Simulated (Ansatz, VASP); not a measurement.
## One calculation of TiSn2O6, two programs

Contents of INCAR:

```
ALGO     = Normal         # electronic algorithm
EDIFF    = 1E-6           # SCF threshold, eV
ENCUT    = 520            # plane-wave cutoff, eV
GGA      = PE             # functional
ISIF     = 2              # what is computed and relaxed
ISMEAR   = 0              # smearing method
LASPH    = T              # aspherical terms in the spheres
LCHARG   = F              # write CHGCAR
LREAL    = F              # projectors in reciprocal space
LWAVE    = F              # write WAVECAR
NBANDS   = 48             # bands
NELM     = 100            # most SCF steps
PREC     = Accurate       # precision mode
SIGMA    = 0.1            # smearing width, eV
```

Contents of KPOINTS:

```
k-points
0
Gamma
  4 4 4
```

Contents of POSCAR:

```
TiSn2O6
1.0
    0.0000000000      3.1468892992      0.0000000000
   -0.1747484567      0.0000000000      4.9316661384
    7.4231145224     -1.5734446496     -0.0030341661
Ti Sn O
1 2 6
Direct
    0.3433501461      0.9743442300      0.6867002923
    0.6577532417      0.0198639283      0.3155064834
    0.9954713291      0.4971589283      0.9909426582
    0.4330030622      0.6952200499      0.8660061244
    0.7830700196      0.8079253682      0.5661400392
    0.0961717632      0.8096558372      0.1923435263
    0.8994474554      0.1832782958      0.7988949108
    0.2293176997      0.1935645365      0.4586353995
    0.5624152828      0.3189888259      0.1248305656
```

Input for Ansatz:

```yaml
crystal:
  lattice:
    - [0.0, 3.1468892992, 0.0]
    - [-0.1747484567, 0.0, 4.9316661384]
    - [7.4231145224, -1.5734446496, -0.0030341661]
  atoms:
    - { symbol: Ti, position: [0.3433501461, 0.97434423, 0.6867002923] }
    - { symbol: Sn, position: [0.6577532417, 0.0198639283, 0.3155064834] }
    - { symbol: Sn, position: [0.9954713291, 0.4971589283, 0.9909426582] }
    - { symbol: O, position: [0.4330030622, 0.6952200499, 0.8660061244] }
    - { symbol: O, position: [0.7830700196, 0.8079253682, 0.5661400392] }
    - { symbol: O, position: [0.0961717632, 0.8096558372, 0.1923435263] }
    - { symbol: O, position: [0.8994474554, 0.1832782958, 0.7988949108] }
    - { symbol: O, position: [0.2293176997, 0.1935645365, 0.4586353995] }
    - { symbol: O, position: [0.5624152828, 0.3189888259, 0.1248305656] }
basis:
  ecutwfc: 420
kpoints:
  mp_grid: { grid: [4, 4, 4] }
hamiltonian:
  xc: pbe
scf:
  occupations: { method: gaussian, width: 0.1 }
  lower_state_search: "off"
output:
  forces: true
  stress: true
  eigenvalues: true
```

Alike in both runs: task single point; functional PBE; k mesh 4 × 4 × 4; occupations gaussian, width 0.1 eV; no spin polarisation.

|  | VASP | Ansatz |
| --- | --- | --- |
| version | VASP 6.6.1 | Ansatz 0.2.0 |
| potentials or method | VASP PAW PBE potentials, release 64 (Ti_sv, Sn_d, O), cutoff 520 eV | scalar-relativistic, plane waves, PAW |
| valence electrons in the cell | 76 | 76 |

Ansatz gave:

| Property | Result |
| --- | --- |
| gap on the k mesh at the Fermi level (eV) | 1.87 |
| least direct gap on the mesh (eV) | 1.98 |
| pressure (GPa) | 0.0 |
| traceless stress, the component that is largest in VASP (GPa) | 0.07 |
| rms of the force components (eV/Å) | 0.003 |

Problem. Which values does VASP return?

Solution. gap on the k mesh at the Fermi level (eV): 1.85; least direct gap on the mesh (eV): 1.97; pressure (GPa): 0.6; traceless stress, the component that is largest in VASP (GPa): 0.27; rms of the force components (eV/Å): 0.017.

Atom by atom the forces differ by 0.018 eV/Å (rms over components).

The k mesh is coarse, so the values compare programs but aren't converged.
